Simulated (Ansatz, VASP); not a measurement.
# InSbH6: VASP beside Ansatz

```xyz
8
Lattice="3.7381 0.0000 0.0000 0.0000 4.5558 3.8666 0.0000 -4.5558 3.8666" Properties=species:S:1:pos:R:3 pbc="T T T"
In    1.8691    0.0000    4.7788
Sb    0.0000    0.0000    8.0211
H     0.0000    3.2793    5.2850
H     0.0000   -3.2793    5.2850
H     0.0000    0.0000    3.9592
H     1.8691    2.9299    1.4720
H     1.8691   -2.9299    1.4720
H     1.8691    0.0000    0.6594
```

Alike in both runs: task single point; functional r2SCAN; dispersion rVV10; k mesh 8 × 6 × 6; occupations fermi-dirac, width 0.03 eV; no spin polarisation.

```csv
,VASP,Ansatz
version,VASP 6.6.1,Ansatz 0.2.0
potentials or method,"VASP PAW PBE potentials, release 64 (In_d, Sb, H)","plane waves, PAW"
plane-wave cutoff (eV),520,500
valence electrons in the cell,24,34
```

```csv
,VASP,Ansatz,Ansatz less VASP
pressure (GPa),0.1,0.0,-0.09
"traceless stress, the component that is largest in VASP (GPa)",0.06,0.06,-0.005
rms of the force components (eV/Å),0.041,0.009,-0.0317
```

VASP's potentials were made for PBE, not for r2SCAN. Atom by atom the forces differ by 0.043 eV/Å (rms over components). VASP's potentials hold 24 valence electrons a cell and Ansatz's 34, so a difference there can come from the potentials and not from the codes.

Neither program's run includes spin-orbit coupling.
